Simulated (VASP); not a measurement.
A run of VASP 6.6.1 is set up as follows.

INCAR

```
PREC = Accurate ; ENCUT = 520
EDIFF = 1E-6 ; ISMEAR = -1
SIGMA = 0.05 ; LREAL = False
LASPH = True ; NELM = 80
ALGO = Normal ; ISIF = 2
LWAVE = False ; LCHARG = False
GGA = PE ; NBANDS = 35
```

Contents of KPOINTS:

```
regular mesh
0
Gamma
  6 6 8
```

File POSCAR:

```
SnO2
1.0
    4.8278474418      0.0000000000      0.0000000000
    0.0000000000      4.8278474418      0.0000000000
    0.0000000000      0.0000000000      3.2393131164
Sn O
2 4
Direct
    0.5000000000      0.5000000000      0.5000000000
    0.0000000000      0.0000000000      0.0000000000
    0.8065962529      0.1934037471      0.5000000000
    0.6934037471      0.6934037471      0.0000000000
    0.1934037471      0.8065962529      0.5000000000
    0.3065962529      0.3065962529      0.0000000000
```

Potentials or basis: VASP PAW PBE potentials, release 64 (Sn_d, O).

Command:

```bash
$ cat potpaw_PBE.64/Sn_d/POTCAR potpaw_PBE.64/O/POTCAR > POTCAR
$ mpirun -np 1 vasp_std > vasp.out
```

Q: Estimate the band gap on the k mesh.

A: 0.66 eV.

Q: Predict the largest force.

A: 0.017 eV/Å.

Q: Estimate the pressure.

A: 0.5 GPa.

Stress tensor (GPa, compression positive):
```
0.44 0.00 0.00
0.00 0.44 0.00
0.00 0.00 0.65
```

Caveat: spin-orbit coupling is left out, which moves the levels of the heavy elements. As with any semilocal functional, this PBE gap is likely too small.
